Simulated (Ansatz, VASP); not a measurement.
## Two plane-wave programs on Rh

```
Rh
1.0
     3.93642    0.00000    0.00000
     0.00000    3.93642    0.00000
    -1.96821    0.00000    1.86957
Rh
2
Direct
  0.00000 0.00000 0.00000
  0.50000 0.50000 0.00000
```

Change from the starting cell: band edges of the strained film's bulk.

Alike in both runs: task single point; functional PBE; k mesh 9 × 9 × 18; occupations gaussian, width 0.1 eV; no spin polarisation.

|  | VASP | Ansatz |
| --- | --- | --- |
| version | VASP 6.6.1 | Ansatz 0.2.0 |
| potentials or method | VASP PAW PBE potentials, release 64 (Rh_pv), cutoff 520 eV | scalar-relativistic, plane waves, PAW |
| valence electrons in the cell | 30 | 34 |

Ansatz gave:

- gap on the k mesh at the Fermi level (eV): none
- pressure (GPa): -7.0
- traceless stress, the component that is largest in VASP (GPa): 6.90

What did VASP give for the same quantities?

gap on the k mesh at the Fermi level (eV): none; pressure (GPa): -7.0; traceless stress, the component that is largest in VASP (GPa): 6.88.

A gap of «none» marks a metal or a gap that the smearing closes. With one functional, cell and mesh, what is left measures potentials, basis and numerics. VASP's potentials hold 30 valence electrons a cell and Ansatz's 34, so a difference there can come from the potentials and not from the codes.
